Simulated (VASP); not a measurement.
Set up this calculation in VASP 6.6.1, as the native input.

```yaml
Task: single point
Functional: PBEsol
Potentials_or_basis: VASP PAW PBE potentials, release 64 (V_sv, Ru_pv)
Cutoff: 520 eV
k_mesh: 12 × 12 × 12
Occupations: gaussian, width 0.1 eV
Spin: no spin polarisation
Dipole_correction: no
Further_INCAR_settings: ALGO = Normal; EDIFF = 1e-07; NBANDS = 34
```

The structure of V3Ru lies in POSCAR:

```
V3Ru
1.0
    0.0000000000      2.9541298758      2.9541298758
    2.9541298758      0.0000000000      2.9541298758
    2.9541298758      2.9541298758      0.0000000000
V Ru
3 1
Direct
    0.2500000000      0.2500000000      0.2500000000
    0.7500000000      0.7500000000      0.7500000000
    0.5000000000      0.5000000000      0.5000000000
    0.0000000000      0.0000000000      0.0000000000
```

The input as run:

INCAR

```
  ALGO = Normal
  EDIFF = 1E-7
  ENCUT = 520
  GGA = PS
  ISIF = 2
  ISMEAR = 0
  LASPH = True
  LCHARG = False
  LREAL = False
  LWAVE = False
  NBANDS = 34
  NELM = 100
  PREC = Accurate
  SIGMA = 0.1
```

KPOINTS

```
k-points
0
Gamma
  12 12 12
```

Potentials or basis: VASP PAW PBE potentials, release 64 (V_sv, Ru_pv).

Launch:

```sh
$ cat potpaw_PBE.64/V_sv/POTCAR potpaw_PBE.64/Ru_pv/POTCAR > POTCAR
$ mpirun -np 1 vasp_std > vasp.out
```

Results of the run:

```
Pressure : 0.2 GPa
```

Caveat: the PAW data sets were made with another functional, which shifts forces and pressure a little.

Wall time 110 s on 1 thread of Intel(R) Xeon(R) Platinum 8259CL CPU @ 2.50GHz (Skylake/Cascade Lake), on a shared host, peak memory 0.24 GiB.
